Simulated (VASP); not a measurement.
The system is Re.

```
Re
1.0
    -1.38402    1.38402    1.95730
     1.38402   -1.38402    1.95730
     1.38402    1.38402   -1.95730
Re
1
Direct
  0.00000 0.00000 0.00000
```

This isn't the form of Re at room conditions, which is hcp.

Base run:

```yaml
Program: VASP 6.6.1
Functional: PBE
Potentials_or_basis: VASP PAW PBE potentials, release 64 (Re)
Cutoff: 520 eV
k_mesh: 28 × 28 × 28
Occupations: gaussian, width 0.1 eV
Spin: no spin polarisation
```

Its results: band gap on the k mesh zero (an odd number of electrons rules out a gap without spin polarisation); pressure -0.5 GPa.

The run is repeated on the same cell with these changes: functional from PBE to PBEsol. What comes out?

Band gap on the k mesh zero (an odd number of electrons rules out a gap without spin polarisation); pressure -10.1 GPa.

PBEsol binds more tightly than PBE, so the same cell stands under less pressure.

Caveats: spin-orbit coupling is left out, which moves the levels of the heavy elements; the cell stands under tension (at least some runs); the PAW data sets were made with another functional, which shifts forces and pressure a little (at least some runs).
